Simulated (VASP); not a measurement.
Runs of VASP 6.6.1 on AlAs. The structure is that of space group F-43m (No. 216), or close to it. The cells are those of the table. 

```tsv
task	level	cell	gap on the mesh (eV)	pressure (GPa)	relaxed volume (Å³/atom)
relaxation of cell and atoms	PBE+D4	relaxed from a = 4.003 Å, angles 60.0°, 2 atoms	1.44	0.0	22.77
single point	PBE	a = 4.050 Å, angles 60.0°, 2 atoms	(b)	0.2	-
single point	revPBE+D3(BJ)	a = 3.985 Å, angles 60.0°, 2 atoms	1.46	0.1	-
relaxation of cell and atoms	PBE	relaxed from a = 4.003 Å, angles 60.0°, 2 atoms	(a)	0.0	23.55
single point	PBE+D4	a = 4.005 Å, angles 60.0°, 2 atoms	1.43	0.2	-
```

Alike in all rows: potentials or basis VASP PAW PBE potentials, release 64 (Al, As); no spin polarisation; k mesh 6 × 6 × 6; cutoff (eV) 500; smearing gaussian 0.01 eV.

Problem. Estimate the missing entries.

Solution. (a) 1.50; (b) 1.49.

Caveats: the PAW data sets were made with another functional, which shifts forces and pressure a little (some runs).

A k mesh can miss the band edges, and the runs leave out spin-orbit coupling on As.
